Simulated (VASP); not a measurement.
Write the native input for VASP 6.6.1 that does the following.

```yaml
Task: single point
Functional: PBE
Potentials_or_basis: VASP PAW PBE potentials, release 64 (Li_sv, Sr_sv, Br)
Cutoff: 520 eV
k_mesh: 4 × 2 × 2
Occupations: gaussian, width 0.1 eV
Spin: no spin polarisation
Dipole_correction: no
Further_INCAR_settings: ALGO = Normal; EDIFF = 1e-07; NBANDS = 45
```

The structure of SrLiBr3 lies in POSCAR:

```
SrLiBr3
1.0
    4.4014000000      0.0000000000      0.0000000000
    0.0000000000      8.6382630000      0.0000000000
    0.0000000000      0.0000000000      8.2098750000
Li Sr Br
2 2 6
Direct
    0.5000000000      0.3827400000      0.5536130000
    0.5000000000      0.6172600000      0.0536130000
    0.0000000000      0.8908130000      0.3819030000
    0.0000000000      0.1091870000      0.8819030000
    0.5000000000      0.6245680000      0.3705640000
    0.5000000000      0.3754320000      0.8705640000
    0.0000000000      0.2426420000      0.5162800000
    0.5000000000      0.9280560000      0.6775560000
    0.5000000000      0.0719440000      0.1775560000
    0.0000000000      0.7573580000      0.0162800000
```

One way to write it, as run:

INCAR

```
SYSTEM = SrLiBr3
PREC = Accurate
ENCUT = 520
EDIFF = 1E-7
ISMEAR = 0
SIGMA = 0.1
LREAL = .FALSE.
LASPH = .TRUE.
NELM = 60
ALGO = Normal
ISIF = 2
LWAVE = .FALSE.
LCHARG = .FALSE.
GGA = PE
NBANDS = 45
```

KPOINTS

```
regular mesh
0
G
  4 2 2
  0 0 0
```

Potentials or basis: VASP PAW PBE potentials, release 64 (Li_sv, Sr_sv, Br).

Run with:

```bash
$ cat potpaw_PBE.64/Li_sv/POTCAR potpaw_PBE.64/Sr_sv/POTCAR potpaw_PBE.64/Br/POTCAR > POTCAR
$ mpirun -np 1 vasp_std > vasp.out
```

Results of the run:

```
Largest force          : 0.017 eV/Å
Band gap on the k mesh : 4.26 eV (least direct gap 4.31 eV)
```

It took 3.4 min on 1 thread of Intel(R) Xeon(R) Platinum 8488C (Sapphire Rapids), on a shared host, peak memory 0.46 GiB.
